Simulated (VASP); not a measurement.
# C in VASP: further runs

C is run at these levels: r2SCAN; tasks: single point.

Program: VASP 6.6.1. These are calculated values, not measurements. Logs are shortened: lines on timing, memory, paths and dates and some standing lists are left out, and cuts for length are marked.

### Step 1. The cell of the first run

The cell holds a slab with vacuum, 6 atoms: a = 2.517 Å, b = 2.517 Å, c = 15.295 Å, α = 90.00°, β = 90.00°, γ = 90.00°.

### Step 2. Single point, r2SCAN

POSCAR

```
C
1.0
    2.5174486404      0.0000000000      0.0000000000
    0.0000000000      2.5174486404      0.0000000000
    0.0000000000      0.0000000000     15.2950000000
C
6
Direct
    0.7500000000      0.0000000000      0.3595941435
    0.2500000000      0.0000000000      0.4104058885
    0.2500000000      0.5000000000      0.4719573936
    0.7500000000      0.5000000000      0.5280426058
    0.7500000000      0.0000000000      0.5895941120
    0.2500000000      0.0000000000      0.6404058565
```

INCAR.step1

```
PREC = Accurate
ENCUT = 520
ISMEAR = -1
SIGMA = 0.02
LREAL = F
LASPH = T
NELM = 100
LDIPOL = T
IDIPOL = 3
DIPOL = 0.5 0.5 0.500
NBANDS = 21
GGA = PE
ALGO = Normal
EDIFF = 1E-4
LWAVE = T
LCHARG = F
```

INCAR.step2

```
PREC = Accurate
ENCUT = 520
EDIFF = 1E-6
ISMEAR = -1
SIGMA = 0.02
LREAL = F
LASPH = T
NELM = 100
ALGO = Normal
ISIF = 2
LWAVE = F
LCHARG = F
LDIPOL = T
IDIPOL = 3
DIPOL = 0.5 0.5 0.500
METAGGA = R2SCAN
LMIXTAU = T
NBANDS = 21
ISTART = 1
```

KPOINTS

```
regular mesh
0
Gamma
  10 10 1
```

Potentials or basis: VASP PAW PBE potentials, release 64 (C).

The run is started by

```
cat potpaw_PBE.64/C/POTCAR > POTCAR
cp INCAR.step1 INCAR
mpirun -np 1 vasp_std > vasp.out
cp INCAR.step2 INCAR
mpirun -np 1 vasp_std > vasp.out
```

OUTCAR:

```text
PREC = Accurate
   ENCUT = 520
   EDIFF = 1E-6
   ISMEAR = -1
   LREAL = F
   LASPH = T
   NELM = 100
   ISIF = 2
   METAGGA = R2SCAN
   ISTART = 1

 ion  position               nearest neighbor table
   1  0.750  0.000  0.360-   2 1.48   2 1.48
   2  0.250  0.000  0.410-   1 1.48   1 1.48   3 1.57   3 1.57
   3  0.250  0.500  0.472-   4 1.52   4 1.52   2 1.57   2 1.57
   4  0.750  0.500  0.528-   3 1.52   3 1.52   5 1.57   5 1.57
   5  0.750  0.000  0.590-   6 1.48   6 1.48   4 1.57   4 1.57
   6  0.250  0.000  0.640-   5 1.48   5 1.48

  LATTYP: Found a simple tetragonal cell.
 ALAT       =     2.5174486404
 C/A-ratio  =     6.0755956465

  Lattice vectors:

 A1 = (   2.5174486404,   0.0000000000,   0.0000000000)
 A2 = (   0.0000000000,   2.5174486404,   0.0000000000)
 A3 = (   0.0000000000,   0.0000000000,  15.2950000000)

Analysis of symmetry for initial positions (statically):
=====================================================================
 Subroutine PRICEL returns:
 Original cell was already a primitive cell.

 Routine SETGRP: Setting up the symmetry group for a
 simple tetragonal supercell.

 Subroutine GETGRP returns: Found  8 space group operations
 (whereof  4 operations were pure point group operations)
 out of a pool of 16 trial point group operations.

The static configuration has the point symmetry C_2h.
 The point group associated with its full space group is D_2h.

Analysis of symmetry for dynamics (positions and initial velocities):
=====================================================================
 Subroutine PRICEL returns:
 Original cell was already a primitive cell.

 Routine SETGRP: Setting up the symmetry group for a
 simple tetragonal supercell.

 Subroutine GETGRP returns: Found  8 space group operations
 (whereof  4 operations were pure point group operations)
 out of a pool of 16 trial point group operations.

The dynamic configuration has the point symmetry C_2h.
 The point group associated with its full space group is D_2h.

 Subroutine INISYM returns: Found  8 space group operations
 (whereof  4 operations are pure point group operations),
 and found     1 'primitive' translations

----------------------------------------------------------------------------------------

                                     Primitive cell

  volume of cell :      96.9328

  direct lattice vectors                    reciprocal lattice vectors
     2.517448640  0.000000000  0.000000000     0.397227568  0.000000000  0.000000000
     0.000000000  2.517448640  0.000000000     0.000000000  0.397227568  0.000000000
     0.000000000  0.000000000 15.295000000     0.000000000  0.000000000  0.065380843

  length of vectors
     2.517448640  2.517448640 15.295000000     0.397227568  0.397227568  0.065380843

  position of ions in fractional coordinates (direct lattice)
     0.750000000  0.000000000  0.359594143
     0.250000000  0.000000000  0.410405889
     0.250000000  0.500000000  0.471957394
     0.750000000  0.500000000  0.528042606
     0.750000000  0.000000000  0.589594112
     0.250000000  0.000000000  0.640405857

  ion indices of the primitive-cell ions
   primitive index   ion index
                 1           1
                 2           2
                 3           3
                 4           4
                 5           5
                 6           6

----------------------------------------------------------------------------------------

 KPOINTS: regular mesh

Automatic generation of k-mesh.
 Grid dimensions read from file:
 generate k-points for:   10   10    1

 Generating k-lattice:

  Cartesian coordinates                     Fractional coordinates (reciprocal lattice)
     0.039722757  0.000000000  0.000000000     0.100000000  0.000000000  0.000000000
     0.000000000  0.039722757  0.000000000     0.000000000  0.100000000  0.000000000
     0.000000000  0.000000000  0.065380843     0.000000000  0.000000000  1.000000000

  Length of vectors
     0.039722757  0.039722757  0.065380843

  Shift w.r.t. Gamma in fractional coordinates (k-lattice)
     0.000000000  0.000000000  0.000000000

 Subroutine IBZKPT returns following result:
 ===========================================

 Found     36 irreducible k-points:

 Following reciprocal coordinates:
            Coordinates               Weight
  0.000000  0.000000  0.000000      1.000000
  0.100000  0.000000  0.000000      2.000000
  0.000000  0.100000  0.000000      2.000000
  0.200000  0.000000  0.000000      2.000000
  0.000000  0.200000  0.000000      2.000000
  0.300000  0.000000  0.000000      2.000000
[... 16 lines left out ...]
 -0.200000  0.300000  0.000000      4.000000
  0.400000  0.200000  0.000000      4.000000
 [... further k-points ...]
   k-points           NKPTS =     36   k-points in BZ     NKDIM =     36   number of bands    NBANDS=     21
   number of dos      NEDOS =    301   number of ions     NIONS =      6
   total plane-waves  NPLWV =  48000
   dimension x,y,z NGX =    20 NGY =   20 NGZ =  120
   dimension x,y,z NGXF=    40 NGYF=   40 NGZF=  240
   ions per type =               6
   NGX,Y,Z   is equivalent  to a cutoff of  13.21, 13.21, 13.04 a.u.
   NGXF,Y,Z  is equivalent  to a cutoff of  26.41, 26.41, 26.09 a.u.
 SYSTEM =  unknown system
   PREC   = accura    normal or accurate (medium, high low for compatibility)
   ISTART =      1    job   : 0-new  1-cont  2-samecut
   ICHARG =      0    charge: 1-file 2-atom 10-const
   ISPIN  =      1    spin polarized calculation?
   LNONCOLLINEAR =      F non collinear calculations
   LSORBIT =      F    spin-orbit coupling
   LASPH  =      T    aspherical Exc in radial PAW
   ENCUT  =  520.0 eV  38.22 Ry    6.18 a.u.   4.68  4.68 28.44*2*pi/ulx,y,z
   NELM   =    100;   NELMIN=  2; NELMDL=  0     # of ELM steps
   EDIFF  = 0.1E-05   stopping-criterion for ELM
   LREAL  =      F    real-space projection
[... 7 lines left out ...]
   TEBEG  =    0.0;   TEEND  =   0.0 temperature during run
   PSTRESS=    0.0 pullay stress
   NELECT =      24.0000    total number of electrons
   NUPDOWN=      -1.0000    fix difference up-down
   EMIN   =  10.00;   EMAX   =-10.00  energy-range for DOS
   EFERMI =   0.00;   METHOD = LEGACY
   ISMEAR =    -1;   SIGMA  =   0.02  broadening in eV -4-tet -1-fermi 0-gaus
   EFERMI_NEDOS =   21; number of points for ismear=-14 and -15
   IALGO  =     38    algorithm
   IMIX   =      4    mixing-type and parameters
     AMIX     =   0.40;   BMIX     =  1.00
     AMIX_MAG =   1.60;   BMIX_MAG =  1.00
  volume/ion in A,a.u.               =      16.16       109.02
  Fermi-wavevector in a.u.,A,eV,Ry     =   1.027989  1.942617 14.378103  1.056761
  Thomas-Fermi vector in A             =   2.161962
   LORBIT       =      0    0 simple, 1 ext, 2 COOP (PROOUT), +10 PAW based schemes
   METAGGA = R2SCAN    functional components
   LHFCALC =     F    Hartree Fock is set to
   AEXX    =    0.0000 exact exchange contribution
   IVDW    =     0    specifies the selected vdW correction
   LEPSILON=     F    determine dielectric tensor
   LRPA    =     F    only Hartree local field effects (RPA)
 non-spin polarized calculation
  energy-cutoff  :      520.00
  volume of cell :       96.93
 maximum number of plane-waves:      2637
   NGX =  9   NGY =  9   NGZ = 57

 number of electron      24.0000003 magnetization

 dipolmoment           0.000000      0.000000      0.000000 electrons x Angstroem

 Free energy of the ion-electron system (eV)
  ---------------------------------------------------
  ext. energy  EPLUGINS =         0.00000000
  ---------------------------------------------------
  free energy    TOTEN  =       -51.93893001 eV

  energy without entropy =      -51.93485878  energy(sigma->0) =      -51.93689439

 E-fermi :  -1.3300     XC(G=0):  -6.2414

 val. band max:       -1.3330400856   @ k =  -0.1000   0.2000   0.0000
 cond. band min:      -1.3136610019   @ k =   0.4000   0.4000   0.0000
 fundamental gap:      0.0193790838
 Fermi energy:        -1.3299584459

 k-point     1 :       0.0000    0.0000    0.0000
  band No.  band energies     occupation
      1     -23.5477      2.00000
      2     -20.8910      2.00000
      3     -16.7807      2.00000
      4     -11.5524      2.00000
      5      -7.9923      2.00000
      6      -7.2181      2.00000
[... 13 lines left out ...]
     20       7.2088      0.00000
     21       7.4189      0.00000

 k-point     2 :       0.1000    0.0000    0.0000
  band No.  band energies     occupation
      1     -23.3570      2.00000
      2     -20.7103      2.00000
      3     -16.6052      2.00000
      4     -11.5874      2.00000
      5      -8.8040      2.00000
      6      -7.4785      2.00000
[... 13 lines left out ...]
     20       7.1456      0.00000
     21       8.2528      0.00000

 k-point     3 :       0.0000    0.1000    0.0000
  band No.  band energies     occupation
      1     -23.3570      2.00000
      2     -20.7138      2.00000
      3     -16.6756      2.00000
      4     -11.4602      2.00000
      5      -8.4336      2.00000
      6      -7.8523      2.00000
[... 13 lines left out ...]
     20       7.3070      0.00000
     21       7.9925      0.00000
[... 457 lines left out ...]
 k-point    23 :      -0.2000    0.3000    0.0000
  band No.  band energies     occupation
      1     -21.1076      2.00000
      2     -18.6755      2.00000
      3     -15.8128      2.00000
      4     -11.7174      2.00000
      5     -11.4165      2.00000
      6      -9.6729      2.00000
[... 13 lines left out ...]
     20      10.3138      0.00000
     21      10.4975      0.00000

 k-point    24 :       0.4000    0.2000    0.0000
  band No.  band energies     occupation
      1     -19.8396      2.00000
      2     -17.7505      2.00000
      3     -15.4472      2.00000
      4     -13.8085      2.00000
      5     -13.3860      2.00000
      6     -10.4944      2.00000
[... 13 lines left out ...]
     20      10.2501      0.00000
     21      10.4684      0.00000

 [... further k-points ...]

------------------------ aborting loop because EDIFF is reached ----------------------------------------

 vacuum level on the upper side and lower side of the slab       (xc-potential included)        -0.074        -0.074

  FORCE on cell =-STRESS in cart. coord.  units (eV):
  Direction    XX          YY          ZZ          XY          YZ          ZX
  --------------------------------------------------------------------------------------
  -------------------------------------------------------------------------------------
  Total       -0.8728466     -5.5888251      0.2109318      0.0000000      0.0000000      0.0000000
  in kB      -14.4270577    -92.3762613      3.4864373      0.0000000      0.0000000      0.0000000
  external PRESSURE =     -34.4389606 kB  Pullay stress =       0.0000000 kB

 VOLUME and BASIS-vectors are now :
 -----------------------------------------------------------------------------
  energy-cutoff  :      520.00
  volume of cell :       96.93
      direct lattice vectors                 reciprocal lattice vectors
     2.517448640  0.000000000  0.000000000     0.397227568  0.000000000  0.000000000
     0.000000000  2.517448640  0.000000000     0.000000000  0.397227568  0.000000000
     0.000000000  0.000000000 15.295000000     0.000000000  0.000000000  0.065380843

 POSITION                                       TOTAL-FORCE (eV/Angst)
 -----------------------------------------------------------------------------------
      1.88809      0.00000      5.49999         0.000000      0.000000     -0.067682
      0.62936      0.00000      6.27716         0.000000      0.000000      0.009922
      0.62936      1.25872      7.21859         0.000000      0.000000     -0.003156
      1.88809      1.25872      8.07641         0.000000     -0.000000      0.003156
      1.88809      0.00000      9.01784         0.000000      0.000000     -0.009922
      0.62936      0.00000      9.79501         0.000000      0.000000      0.067682
 -----------------------------------------------------------------------------------
    total drift:                                0.000000     -0.000000      0.000001

  FREE ENERGIE OF THE ION-ELECTRON SYSTEM (eV)
  ---------------------------------------------------
  free  energy   TOTEN  =       -51.9389300066 eV

  energy  without entropy=      -51.9348587784  energy(sigma->0) =      -51.93689439

 vacuum level on the upper side and lower side of the slab         6.069         6.069
```

Wall time 6.8 min (1 thread of Intel Xeon Platinum 8259CL at 2.50GHz (Skylake/Cascade Lake), shared host); peak memory 0.23 GiB.

What came out:

```yaml
Free_energy: -51.9389 eV
Largest_force: 0.068 eV/Å
Band_gap_on_the_k_mesh: zero (bands 12 and 13 overlap by 0.86 eV)
```

Forces in eV/Å, atoms in the order of the input:
```
C    0.000  0.000 -0.068
C    0.000  0.000  0.010
C    0.000  0.000 -0.003
C    0.000  0.000  0.003
C    0.000  0.000 -0.010
C    0.000  0.000  0.068
```

Caveat: the PAW data sets were made with another functional, which shifts forces and pressure a little.

### Step 3. Single point, r2SCAN

This run uses another cell than the first one.

POSCAR

```
C
1.0
    2.5174486404      0.0000000000      0.0000000000
    0.0000000000      2.5174486404      0.0000000000
    0.0000000000      0.0000000000     20.4503000000
C
6
Direct
    0.7500000000      0.0000000000      0.3911932218
    0.2500000000      0.0000000000      0.4347159331
    0.2500000000      0.5000000000      0.4782386444
    0.7500000000      0.5000000000      0.5217613556
    0.7500000000      0.0000000000      0.5652840669
    0.2500000000      0.0000000000      0.6088067782
```

INCAR.step1

```
SYSTEM = C
ALGO     = Normal         ! electronic algorithm
DIPOL    = 0.5 0.5 0.500
EDIFF    = 1E-4           ! SCF threshold, eV
ENCUT    = 520            ! plane-wave cutoff, eV
GGA      = PE             ! functional
IDIPOL   = 3            
ISMEAR   = -1             ! smearing method
LASPH    = .True.         ! aspherical terms in the spheres
LCHARG   = .False.        ! write CHGCAR
LDIPOL   = .True.       
LREAL    = .False.        ! projectors in reciprocal space
LWAVE    = .True.         ! write WAVECAR
NBANDS   = 21             ! bands
NELM     = 80             ! most SCF steps
PREC     = Accurate       ! precision mode
SIGMA    = 0.02           ! smearing width, eV
```

INCAR.step2

```
SYSTEM = C
ALGO     = Normal         ! electronic algorithm
DIPOL    = 0.5 0.5 0.500
EDIFF    = 1E-6           ! SCF threshold, eV
ENCUT    = 520            ! plane-wave cutoff, eV
IDIPOL   = 3            
ISIF     = 2              ! what is computed and relaxed
ISMEAR   = -1             ! smearing method
ISTART   = 1            
LASPH    = .True.         ! aspherical terms in the spheres
LCHARG   = .True.         ! write CHGCAR
LDIPOL   = .True.       
LELF     = .True.         ! ELF
LMIXTAU  = .True.       
LREAL    = .False.        ! projectors in reciprocal space
LVACPOTAV= .True.       
LVHAR    = .True.       
LWAVE    = .False.        ! write WAVECAR
METAGGA  = R2SCAN         ! meta-GGA
NBANDS   = 21             ! bands
NELM     = 80             ! most SCF steps
PREC     = Accurate       ! precision mode
SIGMA    = 0.02           ! smearing width, eV
```

KPOINTS

```
k-points
0
Gamma
  10 10 1
  0 0 0
```

Potentials or basis: VASP PAW PBE potentials, release 64 (C).

The run is started by

```
cat potpaw_PBE.64/C/POTCAR > POTCAR
cp INCAR.step1 INCAR
mpirun -np 1 vasp_std > vasp.out
cp INCAR.step2 INCAR
mpirun -np 1 vasp_std > vasp.out
```

It took 8.5 min on 1 thread of Intel Xeon Platinum 8259CL at 2.50GHz (Skylake/Cascade Lake), shared host; peak memory 0.27 GiB.

Results (log left out):

* Free energy: -51.6765 eV
* Largest force: 2.478 eV/Å
* Band gap on the k mesh: zero (bands 12 and 13 overlap by 0.77 eV)

Forces on the atoms (eV/Å):
```
C    0.000  0.000  2.232
C    0.000  0.000 -2.478
C    0.000  0.000  0.540
C    0.000  0.000 -0.540
C    0.000  0.000  2.478
C    0.000  0.000 -2.232
```

Levels at points of the mesh, in eV from the Fermi level:
```
           k point  band 10  band 11  band 12  band 13  band 14  band 15
(0.00, 0.00, 0.00)    -0.93    -0.79     0.44     3.36     5.26     5.36
(0.50, 0.00, 0.00)    -2.89    -1.23    -1.23     4.94     4.94     8.93
(0.00, 0.50, 0.00)    -2.16    -1.42    -0.02     0.24     0.93     8.83
(0.50, 0.50, 0.00)    -6.80    -1.37    -1.37    -0.16    -0.16     8.06
```

Caveat: the PAW data sets were made with another functional, which shifts forces and pressure a little.

(Continued in part 2 of 3.)
